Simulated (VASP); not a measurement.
Here is a VASP 6.6.1 calculation.

Contents of INCAR:

```
ALGO = Normal ; EDIFF = 1E-6
ENCUT = 520 ; GGA = PE
ISIF = 2 ; ISMEAR = 0
IVDW = 12 ; LASPH = True
LCHARG = False ; LREAL = False
LWAVE = False ; NBANDS = 16
NELM = 80 ; PREC = Accurate
SIGMA = 0.02
```

KPOINTS

```
k-points
0
Gamma
  12 12 4
```

The input POSCAR:

```
BN
1.0
    2.5006352415      0.0000000000      0.0000000000
   -1.2503176207      2.1656136447      0.0000000000
    0.0000000000      0.0000000000      6.2287655088
B N
2 2
Direct
    0.0000000000      0.0000000000      0.5000000000
    0.3333333333      0.6666666667      0.0000000000
    0.0000000000      0.0000000000      0.0000000000
    0.6666666667      0.3333333333      0.5000000000
```

Potentials or basis: VASP PAW PBE potentials, release 64 (B, N).

Launch:

```sh
$ cat potpaw_PBE.64/B/POTCAR potpaw_PBE.64/N/POTCAR > POTCAR
$ mpirun -np 1 vasp_std > vasp.out
```

Question: Predict the dispersion energy per atom.

Answer: -0.153 eV.

Question: Estimate the band gap on the k mesh.

Answer: 4.32 eV, indirect (least direct gap 4.37 eV).

Stress tensor (GPa, compression positive):
```
2.52 0.00 0.00
0.00 2.52 0.00
0.00 0.00 2.20
```

 A k mesh can miss the band edges.
